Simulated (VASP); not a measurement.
# Mg (P6_3/mmc) in VASP: a series of runs

Runs on Mg. Level: BLYP. Tasks: single point.

Everything below comes from runs of VASP 6.6.1. Logs are shortened: lines on timing, memory, paths and dates and some standing lists are left out, and cuts for length are marked.

### Step 1. The cell of the first run

The structure is hexagonal, space group P6_3/mmc (No. 194). The conventional cell has a = 3.216 Å, b = 3.216 Å, c = 5.229 Å, α = 90.00°, β = 90.00°, γ = 120.00°. Within 4.2 Å of Mg (site symmetry -6m2) lie 12 Mg at 3.21 to 3.22 Å.

### Step 2. Single point, BLYP

INCAR reads:

```
PREC = Accurate ; ENCUT = 520
EDIFF = 1E-6 ; ISMEAR = -1
SIGMA = 0.1 ; LREAL = F
LASPH = T ; NELM = 100
ALGO = Normal ; ISIF = 2
LWAVE = F ; LCHARG = T
GGA = B5 ; ALDAX = 1.0
AGGAX = 1.0 ; AGGAC = 1.0
ALDAC = 0.0 ; LELF = T
LVHAR = T ; NBANDS = 9
```

KPOINTS reads:

```
regular mesh
0
Gamma
  18 18 10
```

POSCAR reads:

```
Mg
1.0
    3.2162540886      0.0000000000      0.0000000000
   -1.6081270443      2.7853577458      0.0000000000
    0.0000000000      0.0000000000      5.2290504540
Mg
2
Direct
    0.3333333333      0.6666666667      0.2500000000
    0.6666666667      0.3333333333      0.7500000000
```

Potentials or basis: VASP PAW PBE potentials, release 64 (Mg).

Run with:

```bash
cat potpaw_PBE.64/Mg/POTCAR > POTCAR
mpirun -np 1 vasp_std > vasp.out
```

OUTCAR:

```text
PREC = Accurate
   ENCUT = 520
   EDIFF = 1E-6
   ISMEAR = -1
   LREAL = F
   LASPH = T
   NELM = 100
   ISIF = 2
   GGA = B5

 ion  position               nearest neighbor table
   1  0.333  0.667  0.250-   2 3.21   2 3.21   2 3.21   2 3.21   2 3.21   2 3.21
   2  0.667  0.333  0.750-   1 3.21   1 3.21   1 3.21   1 3.21   1 3.21   1 3.21

  LATTYP: Found a hexagonal cell.
 ALAT       =     3.2162540886
 C/A-ratio  =     1.6258200720

  Lattice vectors:

 A1 = (   3.2162540886,   0.0000000000,   0.0000000000)
 A2 = (  -1.6081270443,   2.7853577458,   0.0000000000)
 A3 = (   0.0000000000,   0.0000000000,   5.2290504540)

Analysis of symmetry for initial positions (statically):
=====================================================================
 Subroutine PRICEL returns:
 Original cell was already a primitive cell.

 Routine SETGRP: Setting up the symmetry group for a
 hexagonal supercell.

 Subroutine GETGRP returns: Found 24 space group operations
 (whereof 12 operations were pure point group operations)
 out of a pool of 24 trial point group operations.

The static configuration has the point symmetry D_3d.
 The point group associated with its full space group is D_6h.

Analysis of symmetry for dynamics (positions and initial velocities):
=====================================================================
 Subroutine PRICEL returns:
 Original cell was already a primitive cell.

 Routine SETGRP: Setting up the symmetry group for a
 hexagonal supercell.

 Subroutine GETGRP returns: Found 24 space group operations
 (whereof 12 operations were pure point group operations)
 out of a pool of 24 trial point group operations.

The dynamic configuration has the point symmetry D_3d.
 The point group associated with its full space group is D_6h.

 Subroutine INISYM returns: Found 24 space group operations
 (whereof 12 operations are pure point group operations),
 and found     1 'primitive' translations

----------------------------------------------------------------------------------------

                                     Primitive cell

  volume of cell :      46.8440

  direct lattice vectors                    reciprocal lattice vectors
     3.216254089  0.000000000  0.000000000     0.310920709  0.179510155  0.000000000
    -1.608127044  2.785357746  0.000000000     0.000000000  0.359020310  0.000000000
     0.000000000  0.000000000  5.229050454     0.000000000  0.000000000  0.191239310

  length of vectors
     3.216254089  3.216254089  5.229050454     0.359020310  0.359020310  0.191239310

  position of ions in fractional coordinates (direct lattice)
     0.333333333  0.666666667  0.250000000
     0.666666667  0.333333333  0.750000000

  ion indices of the primitive-cell ions
   primitive index   ion index
                 1           1
                 2           2

----------------------------------------------------------------------------------------

 KPOINTS: regular mesh

Automatic generation of k-mesh.
 Grid dimensions read from file:
 generate k-points for:   18   18   10

 Generating k-lattice:

  Cartesian coordinates                     Fractional coordinates (reciprocal lattice)
     0.017273373  0.009972786  0.000000000     0.055555556  0.000000000  0.000000000
     0.000000000  0.019945573  0.000000000     0.000000000  0.055555556  0.000000000
     0.000000000  0.000000000  0.019123931     0.000000000  0.000000000  0.100000000

  Length of vectors
     0.019945573  0.019945573  0.019123931

  Shift w.r.t. Gamma in fractional coordinates (k-lattice)
     0.000000000  0.000000000  0.000000000

 Subroutine IBZKPT returns following result:
 ===========================================

 Found    222 irreducible k-points:

 Following reciprocal coordinates:
            Coordinates               Weight
  0.000000  0.000000  0.000000      1.000000
  0.055556  0.000000  0.000000      6.000000
  0.111111  0.000000  0.000000      6.000000
  0.166667  0.000000  0.000000      6.000000
  0.222222 -0.000000  0.000000      6.000000
  0.277778  0.000000  0.000000      6.000000
[... 16 lines left out ...]
  0.333333  0.111111  0.000000     12.000000
  0.388889  0.111111  0.000000     12.000000
 [... further k-points ...]
   k-points           NKPTS =    222   k-points in BZ     NKDIM =    222   number of bands    NBANDS=      9
   number of dos      NEDOS =    301   number of ions     NIONS =      2
   total plane-waves  NPLWV =  23040
   dimension x,y,z NGX =    24 NGY =   24 NGZ =   40
   dimension x,y,z NGXF=    48 NGYF=   48 NGZF=   80
   ions per type =               2
   NGX,Y,Z   is equivalent  to a cutoff of  12.41, 12.41, 12.72 a.u.
   NGXF,Y,Z  is equivalent  to a cutoff of  24.81, 24.81, 25.43 a.u.
 SYSTEM =  unknown system
   PREC   = accura    normal or accurate (medium, high low for compatibility)
   ISTART =      0    job   : 0-new  1-cont  2-samecut
   ICHARG =      2    charge: 1-file 2-atom 10-const
   ISPIN  =      1    spin polarized calculation?
   LNONCOLLINEAR =      F non collinear calculations
   LSORBIT =      F    spin-orbit coupling
   LASPH  =      T    aspherical Exc in radial PAW
   ENCUT  =  520.0 eV  38.22 Ry    6.18 a.u.   5.98  5.98  9.72*2*pi/ulx,y,z
   NELM   =    100;   NELMIN=  2; NELMDL= -5     # of ELM steps
   EDIFF  = 0.1E-05   stopping-criterion for ELM
   LREAL  =      F    real-space projection
   EDIFFG = 0.1E-04   stopping-criterion for IOM
   NSW    =      0    number of steps for IOM
   IBRION =     -1    ionic relax: 0-MD 1-quasi-New 2-CG
   NFREE  =      0    steps in history (QN), initial steepest desc. (CG)
   ISIF   =      2    stress and relaxation
   ISYM   =      2    0-nonsym 1-usesym 2-fastsym
   POTIM  = 0.5000    time-step for ionic-motion
   TEBEG  =    0.0;   TEEND  =   0.0 temperature during run
   PSTRESS=    0.0 pullay stress
   NELECT =       4.0000    total number of electrons
   NUPDOWN=      -1.0000    fix difference up-down
   EMIN   =  10.00;   EMAX   =-10.00  energy-range for DOS
   EFERMI =   0.00;   METHOD = LEGACY
   ISMEAR =    -1;   SIGMA  =   0.10  broadening in eV -4-tet -1-fermi 0-gaus
   EFERMI_NEDOS =   21; number of points for ismear=-14 and -15
   IALGO  =     38    algorithm
   IMIX   =      4    mixing-type and parameters
     AMIX     =   0.40;   BMIX     =  1.00
     AMIX_MAG =   1.60;   BMIX_MAG =  1.00
  volume/ion in A,a.u.               =      23.42       158.06
  Fermi-wavevector in a.u.,A,eV,Ry     =   0.720903  1.362309  7.070961  0.519701
  Thomas-Fermi vector in A             =   1.810474
   LORBIT       =      0    0 simple, 1 ext, 2 COOP (PROOUT), +10 PAW based schemes
   GGA     = B5    functional components
   LHFCALC =     F    Hartree Fock is set to
   AEXX    =    0.0000 exact exchange contribution
   IVDW    =     0    specifies the selected vdW correction
   LEPSILON=     F    determine dielectric tensor
   LRPA    =     F    only Hartree local field effects (RPA)
 non-spin polarized calculation
  energy-cutoff  :      520.00
  volume of cell :       46.84
 maximum number of plane-waves:      1288
 NGX is ok and might be reduce to    24
   NGX = 11   NGY = 11   NGZ = 19

 number of electron       4.0000000 magnetization

 Free energy of the ion-electron system (eV)
  ---------------------------------------------------
  ext. energy  EPLUGINS =         0.00000000
  ---------------------------------------------------
  free energy    TOTEN  =        -1.50588116 eV

  energy without entropy =       -1.47738441  energy(sigma->0) =       -1.49163279

 E-fermi :   2.9749     XC(G=0):  -7.9860

 val. band max:        2.9668549466   @ k =   0.3333   0.2778   0.4000
 cond. band min:       2.9750245795   @ k =   0.2778   0.2222   0.2000
 fundamental gap:      0.0081696329
 Fermi energy:         2.9748776017

 k-point     1 :       0.0000    0.0000    0.0000
  band No.  band energies     occupation
      1      -3.8642      2.00000
      2       1.3915      2.00000
      3       1.6439      2.00000
      4      13.7622      0.00000
      5      13.7622      0.00000
      6      13.8056      0.00000
      7      13.8056      0.00000
      8      14.7005      0.00000
      9      16.1132      0.00000

 k-point     2 :       0.0556    0.0000    0.0000
  band No.  band energies     occupation
      1      -3.8042      2.00000
      2       1.4462      2.00000
      3       1.7027      1.99999
      4      12.3492      0.00000
      5      12.9274      0.00000
      6      13.7171      0.00000
      7      14.7317      0.00000
      8      15.2930      0.00000
      9      16.7872      0.00000

 k-point     3 :       0.1111    0.0000    0.0000
  band No.  band energies     occupation
      1      -3.6245      2.00000
      2       1.6104      2.00000
      3       1.8785      1.99997
      4      10.6699      0.00000
      5      12.1709      0.00000
      6      13.0065      0.00000
      7      15.3433      0.00000
      8      15.3654      0.00000
      9      15.7144      0.00000

 k-point     4 :       0.1667    0.0000    0.0000
  band No.  band energies     occupation
      1      -3.3256      2.00000
      2       1.8841      1.99996
      3       2.1686      1.99937
      4       9.0228      0.00000
      5      11.5157      0.00000
      6      12.2171      0.00000
      7      13.7348      0.00000
      8      14.3715      0.00000
      9      16.1089      0.00000
[... 205 lines left out ...]
 k-point    22 :       0.2778    0.1111    0.0000
  band No.  band energies     occupation
      1      -1.5515      2.00000
      2       3.5273      0.00794
      3       3.6725      0.00187
      4       4.9343      0.00000
      5       7.6537      0.00000
      6       9.4886      0.00000
      7      10.2073      0.00000
      8      12.5577      0.00000
      9      13.0834      0.00000

 k-point    23 :       0.3333    0.1111    0.0000
  band No.  band energies     occupation
      1      -0.7932      2.00000
      2       3.2002      0.19017
      3       4.2378      0.00001
      4       4.8267      0.00000
      5       7.2979      0.00000
      6       8.2351      0.00000
      7       9.1268      0.00000
      8      12.2665      0.00000
      9      12.8412      0.00000

 k-point    24 :       0.3889    0.1111    0.0000
  band No.  band energies     occupation
      1       0.0732      2.00000
      2       2.1086      1.99965
      3       5.0485      0.00000
      4       5.5090      0.00000
      5       6.8967      0.00000
      6       7.0960      0.00000
      7       8.3132      0.00000
      8      12.0933      0.00000
      9      12.6942      0.00000

 [... further k-points ...]
[... 5 lines left out ...]
  --------------------------------------------------------------------------------------
  -------------------------------------------------------------------------------------
  Total        0.0162446      0.0162446     -0.0026302      0.0000000      0.0000000      0.0000000
  in kB        0.5556027      0.5556027     -0.0899580      0.0000000      0.0000000      0.0000000
  external PRESSURE =       0.3404158 kB  Pullay stress =       0.0000000 kB

 VOLUME and BASIS-vectors are now :
 -----------------------------------------------------------------------------
  energy-cutoff  :      520.00
  volume of cell :       46.84
      direct lattice vectors                 reciprocal lattice vectors
     3.216254089  0.000000000  0.000000000     0.310920709  0.179510155  0.000000000
    -1.608127044  2.785357746  0.000000000     0.000000000  0.359020310  0.000000000
     0.000000000  0.000000000  5.229050454     0.000000000  0.000000000  0.191239310

 POSITION                                       TOTAL-FORCE (eV/Angst)
 -----------------------------------------------------------------------------------
     -0.00000      1.85691      1.30726         0.000000      0.000000      0.000000
      1.60813      0.92845      3.92179        -0.000000      0.000000      0.000000
 -----------------------------------------------------------------------------------
    total drift:                                0.000000     -0.000000      0.000000

  FREE ENERGIE OF THE ION-ELECTRON SYSTEM (eV)
  ---------------------------------------------------
  free  energy   TOTEN  =        -1.5058811607 eV

  energy  without entropy=       -1.4773844131  energy(sigma->0) =       -1.49163279
```

Run time: 35 s. Hardware: 1 thread of Intel Xeon Platinum 8375C at 2.90GHz (Ice Lake), shared host; peak memory 0.22 GiB.

Results:

| Quantity | Value |
| --- | --- |
| Free energy | -1.5059 eV |
| Pressure | 0.0 GPa |
| Band gap on the k mesh | zero (band 2 reaches 4.02 eV, above the bottom of band 3 at 1.64 eV) |

Levels at points of the mesh, in eV from the Fermi level:
| k point | band 1 | band 2 | band 3 | band 4 | band 5 | band 6 | band 7 |
| --- | --- | --- | --- | --- | --- | --- | --- |
| (0.00, 0.00, 0.00) | -6.84 | -1.58 | -1.33 | 10.79 | 10.79 | 10.83 | 10.83 |
| (0.50, 0.00, 0.00) | -2.16 | -2.04 | 2.63 | 3.13 | 3.17 | 3.54 | 6.73 |
| (0.00, 0.00, 0.50) | -5.47 | -5.47 | 4.93 | 4.93 | 11.54 | 11.54 | 11.54 |
| (0.50, 0.00, 0.50) | -1.05 | -1.05 | -0.47 | -0.47 | 7.89 | 7.89 | 7.99 |

Caveat: the PAW data sets were made with another functional, which shifts forces and pressure a little.

[end of part 1 of 2]
